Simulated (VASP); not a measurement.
A run of VASP 6.6.1:

Contents of INCAR:

```
SYSTEM = BPb3
ALGO     = Fast           ! electronic algorithm
EDIFF    = 1E-7           ! SCF threshold, eV
ENCUT    = 520            ! plane-wave cutoff, eV
GGA      = PE             ! functional
ISIF     = 2              ! what is computed and relaxed
ISMEAR   = 0              ! smearing method
LASPH    = .TRUE.         ! aspherical terms in the spheres
LCHARG   = .FALSE.        ! write CHGCAR
LREAL    = .FALSE.        ! projectors in reciprocal space
LWAVE    = .FALSE.        ! write WAVECAR
NBANDS   = 30             ! bands
NELM     = 80             ! most SCF steps
PREC     = Accurate       ! precision mode
SIGMA    = 0.1            ! smearing width, eV
```

KPOINTS

```
k-points
0
G
  14 14 14
  0 0 0
```

File POSCAR:

```
BPb3
1.0
   -2.3600425669      2.3600425669      4.7683914945
    2.3600425669     -2.3600425669      4.7683914945
    2.3600425669      2.3600425669     -4.7683914945
B Pb
1 3
Direct
    0.0000000000      0.0000000000      0.0000000000
    0.5000000000      0.5000000000      0.0000000000
    0.2500000000      0.7500000000      0.5000000000
    0.7500000000      0.2500000000      0.5000000000
```

Potentials or basis: VASP PAW PBE potentials, release 64 (B, Pb_d).

Command:

```bash
$ cat potpaw_PBE.64/B/POTCAR potpaw_PBE.64/Pb_d/POTCAR > POTCAR
$ mpirun -np 1 vasp_std > vasp.out
```

Hardware: 1 thread of Intel(R) Xeon(R) Platinum 8488C (Sapphire Rapids), with other jobs on the host.

Question: Estimate the wall time of this run.

Answer: It took 14 min on 1 thread of Intel(R) Xeon(R) Platinum 8488C (Sapphire Rapids) (shared host), peak memory 0.77 GiB. Counts: scf iterations 15, k points 244.
